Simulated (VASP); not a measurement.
# Si (I4/mmm) in VASP: further runs, part 2 of 2

VASP 6.6.1. Earlier steps stand in the parts before.

## Step 4: Single point, LDA (strain -0.030 along x and y, +0.015 along z)

The input, INCAR:

```
PREC     = Accurate       # precision mode
ENCUT    = 520            # plane-wave cutoff, eV
EDIFF    = 1E-6           # SCF threshold, eV
ISMEAR   = 0              # smearing method
SIGMA    = 0.03           # smearing width, eV
LREAL    = False          # projectors in reciprocal space
LASPH    = True           # aspherical terms in the spheres
NELM     = 80             # most SCF steps
ALGO     = Normal         # electronic algorithm
ISIF     = 2              # what is computed and relaxed
LWAVE    = False          # write WAVECAR
LCHARG   = True           # write CHGCAR
GGA      = CA             # functional
LELF     = True           # ELF
LVHAR    = True         
NBANDS   = 16             # bands
```

The input, KPOINTS:

```
Automatic mesh
0
Gamma
  10 10 10
```

The input, POSCAR:

```
Si
1.0
   -3.2022337019      3.2022337019      1.9369904214
    3.2022337019     -3.2022337019      1.9369904214
    3.2022337019      3.2022337019     -1.9369904214
Si
4
Direct
    0.1788433299      0.1788433299      0.3576866598
    0.8211566701      0.8211566701      0.6423133402
    0.1788433299      0.8211566701      0.0000000000
    0.8211566701      0.1788433299      0.0000000000
```

Potentials or basis: VASP PAW LDA potentials, release 64 (Si).

Launch:

```sh
$ cat potpaw_LDA.64/Si/POTCAR > POTCAR
$ mpirun -np 1 vasp_std > vasp.out
```

OUTCAR:

```text
PREC = Accurate
   ENCUT = 520
   EDIFF = 1E-6
   ISMEAR = 0
   LREAL = False
   LASPH = True
   NELM = 80
   ISIF = 2
   GGA = CA

 ion  position               nearest neighbor table
   1  0.179  0.179  0.358-   3 2.29   4 2.29   2 2.33   2 2.33
   2  0.821  0.821  0.642-   3 2.29   4 2.29   1 2.33   1 2.33
   3  0.179  0.821  0.000-   1 2.29   2 2.29   4 2.33   4 2.33
   4  0.821  0.179  0.000-   1 2.29   2 2.29   3 2.33   3 2.33

  LATTYP: Found a body centered tetragonal cell.
[... 655 lines left out ...]
  FORCE on cell =-STRESS in cart. coord.  units (eV):
  Direction    XX          YY          ZZ          XY          YZ          ZX
  --------------------------------------------------------------------------------------
  -------------------------------------------------------------------------------------
  Total        3.7163189      3.7163189     -0.6148670      0.0000000     -0.0000000      0.0000000
  in kB       74.9428225     74.9428225    -12.3993310      0.0000000     -0.0000000      0.0000000
  external PRESSURE =      45.8287713 kB  Pullay stress =       0.0000000 kB

 VOLUME and BASIS-vectors are now :
 -----------------------------------------------------------------------------
  energy-cutoff  :      520.00
  volume of cell :       79.45
      direct lattice vectors                 reciprocal lattice vectors
    -3.202233702  3.202233702  1.936990421     0.000000000  0.156141009  0.258132407
     3.202233702 -3.202233702  1.936990421     0.156141009  0.000000000  0.258132407
     3.202233702  3.202233702 -1.936990421     0.156141009  0.156141009  0.000000000

 POSITION                                       TOTAL-FORCE (eV/Angst)
 -----------------------------------------------------------------------------------
      1.14540      1.14540     -0.00000         0.519976      0.519976      0.000000
      2.05684      2.05684      1.93699        -0.519976     -0.519976     -0.000000
      2.05684     -2.05684      1.93699        -0.519976      0.519976      0.000000
     -2.05684      2.05684      1.93699         0.519976     -0.519976      0.000000
 -----------------------------------------------------------------------------------
    total drift:                               -0.000000     -0.000000      0.000000

  FREE ENERGIE OF THE ION-ELECTRON SYSTEM (eV)
  ---------------------------------------------------
  free  energy   TOTEN  =       -23.2642955382 eV

  energy  without entropy=      -23.2642415083  energy(sigma->0) =      -23.26426852
```

stdout:

```text
POSCAR found type information on POSCAR Si
 POSCAR found :  1 types and       4 ions
 scaLAPACK will be used
 LDA part: xc-table for (Slater(with rela. corr.)+CA(PZ))
 , standard interpolation
 POSCAR, INCAR and KPOINTS ok, starting setup
 FFT: planning ... GRIDC
 FFT: planning ... GRID_SOFT
 FFT: planning ... GRID
 WAVECAR not read
 entering main loop
```

Run time: 3.7 min. Hardware: 1 thread of Intel Xeon 8259CL, shared host; peak memory 0.24 GiB.

Results:

* Free energy: -23.2643 eV
* Pressure: 4.6 GPa
* Largest force: 0.735 eV/Å
* Band gap on the k mesh: zero (bands 8 and 9 overlap by 0.14 eV)

Forces in eV/Å, atoms in the order of the input:
```
Si   0.520  0.520  0.000
Si  -0.520 -0.520  0.000
Si  -0.520  0.520  0.000
Si   0.520 -0.520  0.000
```

Stress tensor (GPa, compression positive):
```
 7.49  0.00  0.00
 0.00  7.49  0.00
 0.00  0.00 -1.24
```

Caveat: the cell differs from its parent crystal (strain -0.030 along x and y, +0.015 along z); the stress differs along the axes, from -1 to 7 GPa; semilocal functionals underestimate gaps, and a narrow one can read as zero.

## Step 5: Single point, LDA (strain -0.015 along x and y, -0.015 along z)

The input, INCAR:

```
PREC = Accurate ; ENCUT = 520
EDIFF = 1E-7 ; ISMEAR = 0
SIGMA = 0.03 ; LREAL = F
LASPH = T ; NELM = 60
ALGO = Normal ; ISIF = 2
LWAVE = F ; LCHARG = F
NBANDS = 16
```

The input, KPOINTS:

```
regular mesh
0
Gamma
  10 10 10
```

The input, POSCAR:

```
Si
1.0
   -3.2517527797      3.2517527797      1.8797394730
    3.2517527797     -3.2517527797      1.8797394730
    3.2517527797      3.2517527797     -1.8797394730
Si
4
Direct
    0.1788433299      0.1788433299      0.3576866598
    0.8211566701      0.8211566701      0.6423133402
    0.1788433299      0.8211566701      0.0000000000
    0.8211566701      0.1788433299      0.0000000000
```

Launch:

```sh
$ cat potpaw_LDA.64/Si/POTCAR > POTCAR
$ mpirun -np 1 vasp_std > vasp.out
```

Wall time 3.7 min (1 thread of Intel Xeon 8259CL, shared host); peak memory 0.24 GiB.

Results (log left out):

| Item | Value |
| --- | --- |
| Free energy | -23.3310 eV |
| Pressure | 4.5 GPa |
| Largest force | 0.066 eV/Å |
| Band gap on the k mesh | 0.05 eV (least direct gap 0.20 eV) |

Forces in eV/Å, atoms in the order of the input:
```
Si   0.047  0.047  0.000
Si  -0.047 -0.047  0.000
Si  -0.047  0.047  0.000
Si   0.047 -0.047  0.000
```

Stress tensor (GPa, compression positive):
```
4.46 0.00 0.00
0.00 4.46 0.00
0.00 0.00 4.63
```

Levels at points of the mesh, in eV from the valence-band top:
```csv
k point,band 6,band 7,band 8,band 9,band 10,band 11
"(0.00, 0.00, 0.00)",-1.58,-1.58,-0.62,1.30,1.65,1.65
"(0.50, 0.00, 0.00)",-3.77,-2.57,-1.51,0.63,2.37,2.89
"(0.50, 0.50, 0.00)",-2.14,-2.07,-1.73,1.55,1.81,1.87
"(0.50, 0.50, 0.50)",-0.23,0.00,0.00,0.20,3.55,3.84
```

Caveat: the cell differs from its parent crystal (strain -0.015 along x and y, -0.015 along z); the cell stands under pressure; semilocal functionals underestimate gaps, and a narrow one can read as zero.

## Step 6: Single point, LDA (strain -0.030 along x and y, +0.030 along z)

The input, INCAR:

```
PREC     = Accurate       # precision mode
ENCUT    = 520            # plane-wave cutoff, eV
EDIFF    = 1E-6           # SCF threshold, eV
ISMEAR   = 0              # smearing method
SIGMA    = 0.03           # smearing width, eV
LREAL    = F              # projectors in reciprocal space
LASPH    = T              # aspherical terms in the spheres
NELM     = 80             # most SCF steps
ALGO     = Normal         # electronic algorithm
ISIF     = 2              # what is computed and relaxed
LWAVE    = F              # write WAVECAR
LCHARG   = T              # write CHGCAR
GGA      = CA             # functional
LELF     = T              # ELF
LVHAR    = T            
NBANDS   = 16             # bands
```

The input, KPOINTS:

```
Automatic mesh
0
Gamma
  10 10 10
```

The input, POSCAR:

```
Si
1.0
   -3.2022337019      3.2022337019      1.9656158956
    3.2022337019     -3.2022337019      1.9656158956
    3.2022337019      3.2022337019     -1.9656158956
Si
4
Direct
    0.1788433299      0.1788433299      0.3576866598
    0.8211566701      0.8211566701      0.6423133402
    0.1788433299      0.8211566701      0.0000000000
    0.8211566701      0.1788433299      0.0000000000
```

Potentials or basis: VASP PAW LDA potentials, release 64 (Si).

Launch:

```sh
$ cat potpaw_LDA.64/Si/POTCAR > POTCAR
$ mpirun -np 1 vasp_std > vasp.out
```

Wall time 2.4 min (1 thread of Intel Xeon 8259CL, shared host); peak memory 0.25 GiB.

Results (log left out):

```yaml
Free_energy: -23.2435 eV
Pressure: 3.1 GPa
Largest_force: 0.883 eV/Å
Band_gap_on_the_k_mesh: zero (bands 8 and 9 overlap by 0.21 eV)
```

Forces on the atoms (eV/Å):
```
Si   0.625  0.625  0.000
Si  -0.625 -0.625  0.000
Si  -0.625  0.625  0.000
Si   0.625 -0.625  0.000
```

Stress tensor (GPa, compression positive):
```
 6.91  0.00  0.00
 0.00  6.91  0.00
 0.00  0.00 -4.39
```

Levels at points of the mesh, in eV from the Fermi level:
| k point | band 5 | band 6 | band 7 | band 8 | band 9 | band 10 | band 11 | band 12 |
| --- | --- | --- | --- | --- | --- | --- | --- | --- |
| (0.00, 0.00, 0.00) | -3.91 | -1.68 | -1.68 | -0.62 | 0.93 | 1.61 | 1.61 | 2.54 |
| (0.50, 0.00, 0.00) | -4.46 | -3.60 | -2.47 | -1.14 | 0.87 | 2.77 | 3.18 | 3.63 |
| (0.50, 0.50, 0.00) | -2.79 | -2.35 | -1.88 | -1.60 | 1.20 | 1.53 | 2.07 | 4.24 |
| (0.50, 0.50, 0.50) | -3.41 | -0.25 | -0.17 | 0.22 | 0.22 | 3.34 | 4.29 | 4.31 |

Caveat: the cell differs from its parent crystal (strain -0.030 along x and y, +0.030 along z); the stress differs along the axes, from -4 to 7 GPa; semilocal functionals underestimate gaps, and a narrow one can read as zero.

## Step 7: Summary

```csv
cell,gap on the mesh (eV),pressure (GPa),largest force (eV/Å)
"a = 4.914 Å, angles 98.7, 98.7, 134.3°, 4 atoms",none,6.2,0.56
"a = 4.957 Å, angles 98.0, 98.0, 136.1°, 4 atoms",0.03,6.3,0.13
"a = 4.925 Å, angles 98.9, 98.9, 133.7°, 4 atoms",none,4.6,0.74
"a = 4.968 Å, angles 98.2, 98.2, 135.5°, 4 atoms",0.05,4.5,0.07
"a = 4.937 Å, angles 99.1, 99.1, 133.1°, 4 atoms",none,3.1,0.88
```

Alike in all rows: task single point; level LDA; potentials or basis VASP PAW LDA potentials, release 64 (Si); no spin polarisation; k mesh 10 × 10 × 10; cutoff (eV) 520; smearing gaussian 0.03 eV.

Caveats: semilocal functionals underestimate gaps, and a narrow one can read as zero; the cell stands under pressure (at least some runs); the stress differs along the axes, from 2 to 8 GPa (at least some runs); the stress differs along the axes, from -1 to 7 GPa (at least some runs); the stress differs along the axes, from -4 to 7 GPa (at least some runs).

Total energies depend on the potentials used, so only differences within one code and one set of settings carry meaning.
